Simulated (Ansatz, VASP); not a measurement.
## KZnF3: VASP beside Ansatz

The input INCAR:

```
SYSTEM = KZnF3
  ALGO = Normal
  EDIFF = 1E-6
  ENCUT = 520
  GGA = PE
  ISIF = 2
  ISMEAR = 0
  LASPH = .True.
  LCHARG = .True.
  LELF = .True.
  LREAL = .False.
  LVHAR = .True.
  LWAVE = .False.
  NBANDS = 29
  NELM = 80
  PREC = Accurate
  SIGMA = 0.1
```

KPOINTS

```
k-points
0
Gamma
  4 4 4
  0 0 0
```

The input POSCAR:

```
KZnF3
1.0
    3.6805880280      0.0000000000      0.0000000000
    0.0000000000      3.6805880280      0.0000000000
    0.0000000000      0.0000000000      3.6805880280
K Zn F
1 1 3
Direct
    0.0000000000      0.0000000000      0.0000000000
    0.5000000000      0.5000000000      0.5000000000
    0.0000000000      0.5000000000      0.5000000000
    0.5000000000      0.0000000000      0.5000000000
    0.5000000000      0.5000000000      0.0000000000
```

Input for Ansatz:

```yaml
crystal:
  lattice:
    - [3.680588028, 0.0, 0.0]
    - [0.0, 3.680588028, 0.0]
    - [0.0, 0.0, 3.680588028]
  atoms:
    - { symbol: K, position: [0.0, 0.0, 0.0] }
    - { symbol: Zn, position: [0.5, 0.5, 0.5] }
    - { symbol: F, position: [0.0, 0.5, 0.5] }
    - { symbol: F, position: [0.5, 0.0, 0.5] }
    - { symbol: F, position: [0.5, 0.5, 0.0] }
basis:
  ecutwfc: 420
kpoints:
  mp_grid: { grid: [4, 4, 4] }
hamiltonian:
  xc: pbe
scf:
  occupations: { method: gaussian, width: 0.1 }
  max_iter: 71
output:
  forces: true
  stress: true
  eigenvalues: true
```

Alike in both runs: task single point; functional PBE; k mesh 4 × 4 × 4; occupations gaussian, width 0.1 eV; no spin polarisation.

|  | VASP | Ansatz |
| --- | --- | --- |
| version | VASP 6.6.1 | Ansatz 0.2.0 |
| potentials or method | VASP PAW PBE potentials, release 64 (K_sv, Zn, F), cutoff 520 eV | scalar-relativistic, plane waves, PAW |
| valence electrons in the cell | 42 | 42 |

Ansatz gave:

```
gap on the k mesh at the Fermi level (eV) : 4.77
least direct gap on the mesh (eV)         : 7.76
```

**Question.** Estimate VASP's values.

**Answer.** gap on the k mesh at the Fermi level (eV): 4.66; least direct gap on the mesh (eV): 7.68.

The k mesh is coarse, so the values compare programs but aren't converged.
